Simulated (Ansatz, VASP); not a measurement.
# Two plane-wave programs on ZrSi3O8

```xyz
12
Lattice="3.4697 0.0000 0.0000 0.0000 5.8137 0.0000 0.0000 0.0000 5.7463" Properties=species:S:1:pos:R:3 pbc="T T T"
Si    1.7349    0.0000    3.3265
Si    0.0000    4.3752   -0.3340
Si    0.0000    1.4385   -0.3340
O     1.7349    4.6195    2.2056
O     0.0000    0.0000    0.4921
O     0.0000    0.0000    3.8097
O     1.7349    4.4513    4.8444
O     1.7349    1.1942    2.2056
O     0.0000    2.9068    0.6284
O     0.0000    2.9068    4.0432
O     1.7349    1.3624    4.8444
Zr    1.7349    2.9068    2.9996
```

Alike in both runs: task single point; functional PBE; k mesh 8 × 4 × 4; occupations fermi-dirac, width 0.02 eV; no spin polarisation.

```csv
,VASP,Ansatz
version,VASP 6.6.1,Ansatz 0.2.0
potentials or method,"VASP PAW PBE potentials, release 64 (Si, O, Zr_sv)","plane waves, PAW"
plane-wave cutoff (eV),520,420
valence electrons in the cell,72,72
```

```tsv
	VASP	Ansatz	Ansatz less VASP
gap on the k mesh at the Fermi level (eV)	3.70	3.73	+0.033
pressure (GPa)	7.3	6.9	-0.46
rms of the force components (eV/Å)	0.163	0.147	-0.0156
```

The functional is the same, so the differences come from potentials, cutoffs and numerics.
